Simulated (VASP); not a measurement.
Runs of VASP 6.6.1 on PbO. The structure is that of space group P4/nmm (No. 129), or close to it. The cells are those of the table. 

```csv
cell,gap on the mesh (eV),pressure (GPa),largest force (eV/Å)
"a = 3.994, b = 3.955, c = 5.022 Å, 4 atoms",1.18,1.0,0.16
"a = 4.034, b = 3.915, c = 5.022 Å, 4 atoms",(a),1.1,0.24
"a = 4.014, b = 3.935, c = 5.022 Å, 4 atoms",1.18,1.0,0.17
"a = 4.074, b = 3.875, c = 5.022 Å, 4 atoms",1.16,1.3,0.40
```

Alike in all rows: task single point; level PBEsol; potentials or basis VASP PAW PBE potentials, release 64 (Pb_d, O); no spin polarisation; k mesh 8 × 8 × 6; cutoff (eV) 520; smearing gaussian 0.05 eV.

**Question.** Estimate the missing entries.

**Answer.** (a) 1.17.

Caveats: the PAW data sets were made with another functional, which shifts forces and pressure a little; spin-orbit coupling is left out, which moves the levels of the heavy elements.

A k mesh can miss the band edges, and the runs leave out spin-orbit coupling on Pb.
